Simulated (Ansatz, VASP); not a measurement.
**MgO in VASP and in Ansatz**

```
CELL_PARAMETERS angstrom
3.48638 0.00000 0.00000
-1.74319 3.10987 0.00000
0.00000 0.00000 4.17804
ATOMIC_POSITIONS crystal
Mg 0.66667 0.33333 0.75000
Mg 0.33333 0.66667 0.25000
O 0.66667 0.33333 0.25000
O 0.33333 0.66667 0.75000
```

Change from the starting cell: strain +0.0300 x Voigt [0, 1, 0, 0, 0, 0], atoms carried along.

Alike in both runs: task single point; functional PBE; k mesh 6 × 6 × 6; occupations gaussian, width 0.05 eV; no spin polarisation.

|  | VASP | Ansatz |
| --- | --- | --- |
| version | VASP 6.6.1 | Ansatz 0.2.0 |
| potentials or method | VASP PAW PBE potentials, release 64 (Mg, O), cutoff 520 eV | scalar-relativistic, plane waves, PAW |
| valence electrons in the cell | 16 | 32 |

VASP gave:

```
gap on the k mesh at the Fermi level (eV)                     : 3.31
least direct gap on the mesh (eV)                             : 3.31
pressure (GPa)                                                : 0.3
traceless stress, the component that is largest in VASP (GPa) : -3.28
rms of the force components (eV/Å)                            : 0.118
```

Problem. Estimate Ansatz's values.

Solution. gap on the k mesh at the Fermi level (eV): 3.32; least direct gap on the mesh (eV): 3.32; pressure (GPa): 0.8; traceless stress, the component that is largest in VASP (GPa): -3.29; rms of the force components (eV/Å): 0.117.

Atom by atom the forces differ by 0.001 eV/Å (rms over components). The functional is the same, so the differences come from potentials, cutoffs and numerics. VASP's potentials hold 16 valence electrons a cell and Ansatz's 32, so a difference there can come from the potentials and not from the codes.
